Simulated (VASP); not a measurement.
Here is a VASP 6.6.1 calculation.

INCAR

```
SYSTEM = MnHg3
PREC = Accurate ; ENCUT = 520
EDIFF = 1E-6 ; ISMEAR = -1
SIGMA = 0.05 ; LREAL = .FALSE.
LASPH = .TRUE. ; NELM = 150
ALGO = Fast ; ISIF = 2
LWAVE = .FALSE. ; LCHARG = .FALSE.
ISPIN = 2 ; MAGMOM = 0 0 0 4
LORBIT = 11 ; LMAXMIX = 4
GGA = PE ; NBANDS = 36
```

KPOINTS

```
regular mesh
0
G
  6 6 6
  0 0 0
```

POSCAR

```
MnHg3
1.0
    4.4759862722      0.0000000000      0.0000000000
    0.0000000000      4.4759862722      0.0000000000
    0.0000000000      0.0000000000      4.4759862722
Hg Mn
3 1
Direct
    0.5000000000      0.5000000000      0.0000000000
    0.0000000000      0.5000000000      0.5000000000
    0.5000000000      0.0000000000      0.5000000000
    0.0000000000      0.0000000000      0.0000000000
```

Potentials or basis: VASP PAW PBE potentials, release 64 (Hg, Mn_pv).

Launch:

```console
$ cat potpaw_PBE.64/Hg/POTCAR potpaw_PBE.64/Mn_pv/POTCAR > POTCAR
$ mpirun -np 1 vasp_std > vasp.out
```

(1) Estimate the net moment.

(2) Estimate the site moments.

(3) Predict the pressure.

Results:

(1) 4.40 μB per cell.

(2) Hg +0.00; Mn +4.17 μB.

(3) -1.2 GPa.
